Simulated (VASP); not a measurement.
A run of VASP 6.6.1:

The input INCAR:

```
  PREC = Accurate
  ENCUT = 520
  EDIFF = 1E-7
  ISMEAR = 0
  SIGMA = 0.1
  LREAL = False
  LASPH = True
  NELM = 80
  ALGO = Fast
  ISIF = 2
  LWAVE = False
  LCHARG = False
  GGA = PE
  NBANDS = 17
```

Contents of KPOINTS:

```
regular mesh
0
Gamma
  8 6 26
```

The input POSCAR:

```
Pt
1.0
    4.2142060054      0.0000113641      0.0021137338
    0.0000160713      5.9594435119     -0.0640817900
   -2.1064435566      1.4758046083      1.3246598067
Pt
2
Direct
    0.0000000000      0.5000000000      0.0000000000
    0.0000000000      0.0000000000      0.0000000000
```

Potentials or basis: VASP PAW PBE potentials, release 64 (Pt).

Command:

```bash
$ cat potpaw_PBE.64/Pt/POTCAR > POTCAR
$ mpirun -np 1 vasp_std > vasp.out
```

Hardware: 1 thread of Intel(R) Xeon(R) 6975P-C (Granite Rapids), with other jobs on the host.

Problem. How long does it take, and how much memory?

Solution. It took 3.8 min on 1 thread of Intel(R) Xeon(R) 6975P-C (Granite Rapids), on a shared host, peak memory 0.43 GiB. Counts: scf iterations 15, k points 628.
